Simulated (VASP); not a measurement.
Input of a VASP 6.6.1 run:

The input POSCAR:

```
Sc
1.0
    0.0000000000      3.1703854696      3.1703854696
    3.1703854696      0.0000000000      3.1703854696
    3.1703854696      3.1703854696      0.0000000000
Sc
2
Direct
    1.0000000000      1.0000000000      1.0000000000
    0.2500000000      0.2500000000      0.2500000000
```

INCAR.step1

```
ALGO = Normal
EDIFF = 1E-5
ENCUT = 550
GGA = PE
GGA_COMPAT = F
ISMEAR = 1
LASPH = T
LCHARG = F
LREAL = F
LWAVE = T
NBANDS = 18
NELM = 120
PREC = Accurate
SIGMA = 0.05
```

Contents of INCAR.step2:

```
ALGO = Normal
EDIFF = 1E-6
ENCUT = 550
GGA_COMPAT = F
ISIF = 2
ISMEAR = 1
ISTART = 1
LASPH = T
LCHARG = F
LMIXTAU = T
LREAL = F
LWAVE = F
METAGGA = R2SCAN
NBANDS = 18
NELM = 120
PREC = Accurate
SIGMA = 0.05
```

File KPOINTS:

```
k-points
0
Gamma
  11 11 11
```

Potentials or basis: VASP PAW PBE potentials, release 64 (Sc_sv).

The run is started by

```sh
$ cat potpaw_PBE.64/Sc_sv/POTCAR > POTCAR
$ cp INCAR.step1 INCAR
$ mpirun -np 1 vasp_std > vasp.out
$ cp INCAR.step2 INCAR
$ mpirun -np 1 vasp_std > vasp.out
```

Task: What does it give for the pressure?

Result: 0.0 GPa.

Task: Predict the band gap on the k mesh.

Result: Zero (bands 11 and 12 overlap by 0.61 eV).

Caveat: the PAW data sets were made with another functional, which shifts forces and pressure a little.
